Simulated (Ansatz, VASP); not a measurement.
## MgO in VASP and in Ansatz

Contents of INCAR:

```
SYSTEM = MgO
  ALGO = Normal
  EDIFF = 1E-6
  ENCUT = 520
  GGA = PE
  ISIF = 2
  ISMEAR = 0
  LASPH = .True.
  LCHARG = .True.
  LELF = .True.
  LREAL = .False.
  LVHAR = .True.
  LWAVE = .False.
  NBANDS = 16
  NELM = 80
  PREC = Accurate
  SIGMA = 0.05
```

File KPOINTS:

```
k-points
0
Gamma
  9 9 6
  0 0 0
```

Contents of POSCAR:

```
MgO
1.0
    3.6974000000      0.0000000000      0.0000000000
   -1.8487000000      3.2020423279      0.0000000000
    0.0000000000      0.0000000000      4.3242000000
Mg O
2 2
Direct
    0.6666666667      0.3333333333      0.7500000000
    0.3333333333      0.6666666667      0.2500000000
    0.6666666667      0.3333333333      0.2500000000
    0.3333333333      0.6666666667      0.7500000000
```

Input for Ansatz:

```yaml
crystal:
  lattice:
    - [3.6974, 0.0, 0.0]
    - [-1.8487, 3.2020423279, 0.0]
    - [0.0, 0.0, 4.3242]
  atoms:
    - { symbol: Mg, position: [0.6666666667, 0.3333333333, 0.75] }
    - { symbol: Mg, position: [0.3333333333, 0.6666666667, 0.25] }
    - { symbol: O, position: [0.6666666667, 0.3333333333, 0.25] }
    - { symbol: O, position: [0.3333333333, 0.6666666667, 0.75] }
basis:
  ecutwfc: 520.0
kpoints:
  mp_grid: { grid: [9, 9, 6] }
hamiltonian:
  xc: pbe
  pseudopotentials: { kind: paw, azcp: { folder: soft_1 } }
scf:
  occupations: { method: gaussian, width: 0.05 }
output:
  forces: true
  stress: true
  eigenvalues: true
  write_density: true
  write_potential: true
  elf: true
  volumetric_format: npy
```

Alike in both runs: task single point; functional PBE; k mesh 9 × 9 × 6; occupations gaussian, width 0.05 eV; no spin polarisation.

```csv
,VASP,Ansatz
version,VASP 6.6.1,Ansatz 0.2.0
potentials or method,"VASP PAW PBE potentials, release 64 (Mg, O), cutoff 520 eV","scalar-relativistic, plane waves, PAW"
valence electrons in the cell,16,32
```

```tsv
	VASP	Ansatz	Ansatz less VASP
gap on the k mesh at the Fermi level (eV)	2.74	2.76	+0.020
least direct gap on the mesh (eV)	2.74	2.76	+0.020
pressure (GPa)	-11.8	-11.2	+0.55
traceless stress, the component that is largest in VASP (GPa)	0.90	0.98	+0.075
```

VASP's potentials hold 16 valence electrons a cell and Ansatz's 32, so a difference there can come from the potentials and not from the codes.
